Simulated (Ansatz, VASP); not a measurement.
**One calculation of MnAl5, two programs**

```xyz
6
Lattice="4.4474 0.0000 0.0000 -2.2237 3.8515 0.0000 0.0000 0.0000 5.1587" Properties=species:S:1:pos:R:3 pbc="T T T"
Mn    0.0000    0.0000    2.5794
Al    2.2237    1.2838    3.8342
Al    0.0000    0.0000    0.0000
Al    2.2237    1.2838    1.3245
Al    0.0000    2.5677    1.3245
Al    0.0000    2.5677    3.8342
```

Change from the starting cell: species swapped into the BaSn5 type (P6/mmm, No. 191).

Alike in both runs: functional PBE; k mesh 12 × 12 × 8; occupations gaussian, width 0.1 eV; no spin polarisation.

Ansatz relaxed the structure, and its values are those at the end. VASP's run is a single point on that final structure, the one shown.

|  | VASP | Ansatz |
| --- | --- | --- |
| version | VASP 6.6.1 | Ansatz 0.2.0 |
| potentials or method | VASP PAW PBE potentials, release 64 (Mn_pv, Al), cutoff 520 eV | scalar-relativistic, plane waves, PAW |
| valence electrons in the cell | 28 | 30 |

|  | VASP | Ansatz | Ansatz less VASP |
| --- | --- | --- | --- |
| gap on the k mesh at the Fermi level (eV) | none | none | - |
| pressure (GPa) | 0.0 | 0.0 | +0.01 |
| rms of the force components (eV/Å) | 0.003 | 0.001 | -0.0027 |

A gap of «none» marks a metal or a gap that the smearing closes. VASP's potentials hold 28 valence electrons a cell and Ansatz's 30, so a difference there can come from the potentials and not from the codes.
